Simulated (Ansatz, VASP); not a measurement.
# VN2: VASP beside Ansatz

The input INCAR:

```
ALGO = Normal
EDIFF = 1E-6
ENCUT = 520
GGA = PS
ISIF = 2
ISMEAR = 0
LASPH = True
LCHARG = False
LREAL = False
LWAVE = False
NBANDS = 32
NELM = 80
PREC = Accurate
SIGMA = 0.15
```

Contents of KPOINTS:

```
k-points
0
Gamma
  16 16 16
```

File POSCAR:

```
VN2
1.0
   -2.0770645402      2.0770645402      2.5780455346
    2.0770645402     -2.0770645402      2.5780455346
    2.0770645402      2.0770645402     -2.5780455346
V N
2 4
Direct
    0.2500000000      0.2500000000      0.0000000000
    0.7500000000      0.7500000000      0.0000000000
    0.1142608421      0.6142608421      0.7285216842
    0.6142608421      0.8857391579      0.5000000000
    0.8857391579      0.3857391579      0.2714783159
    0.3857391579      0.1142608421      0.5000000000
```

Input for Ansatz:

```yaml
crystal:
  lattice:
    - [-2.0770645402, 2.0770645402, 2.5780455346]
    - [2.0770645402, -2.0770645402, 2.5780455346]
    - [2.0770645402, 2.0770645402, -2.5780455346]
  atoms:
    - { symbol: V, position: [0.25, 0.25, 0.0] }
    - { symbol: V, position: [0.75, 0.75, 0.0] }
    - { symbol: "N", position: [0.1142608421, 0.6142608421, 0.7285216842] }
    - { symbol: "N", position: [0.6142608421, 0.8857391579, 0.5] }
    - { symbol: "N", position: [0.8857391579, 0.3857391579, 0.2714783159] }
    - { symbol: "N", position: [0.3857391579, 0.1142608421, 0.5] }
basis:
  ecutwfc: 420
kpoints:
  mp_grid: { grid: [16, 16, 16] }
hamiltonian:
  xc: pbesol
scf:
  occupations: { method: gaussian, width: 0.15 }
output:
  forces: true
  stress: true
  eigenvalues: true
```

Change from the starting cell: strain -0.025 along x and y, +0.050 along z, atoms carried along.

Alike in both runs: task single point; functional PBEsol; k mesh 16 × 16 × 16; occupations gaussian, width 0.15 eV; no spin polarisation.

|  | VASP | Ansatz |
| --- | --- | --- |
| version | VASP 6.6.1 | Ansatz 0.2.0 |
| potentials or method | VASP PAW PBE potentials, release 64 (V_sv, N), cutoff 520 eV | scalar-relativistic, plane waves, PAW |
| valence electrons in the cell | 46 | 46 |

Ansatz gave:

| Quantity | Value |
| --- | --- |
| gap on the k mesh at the Fermi level (eV) | none |
| pressure (GPa) | 4.3 |
| traceless stress, the component that is largest in VASP (GPa) | -23.21 |
| rms of the force components (eV/Å) | 0.186 |

**Question.** What did VASP give for the same quantities?

**Answer.** gap on the k mesh at the Fermi level (eV): none; pressure (GPa): 5.1; traceless stress, the component that is largest in VASP (GPa): -23.56; rms of the force components (eV/Å): 0.235.

VASP's potentials were made for PBE, not for PBEsol. Atom by atom the forces differ by 0.049 eV/Å (rms over components). A gap of «none» marks a metal or a gap that the smearing closes.
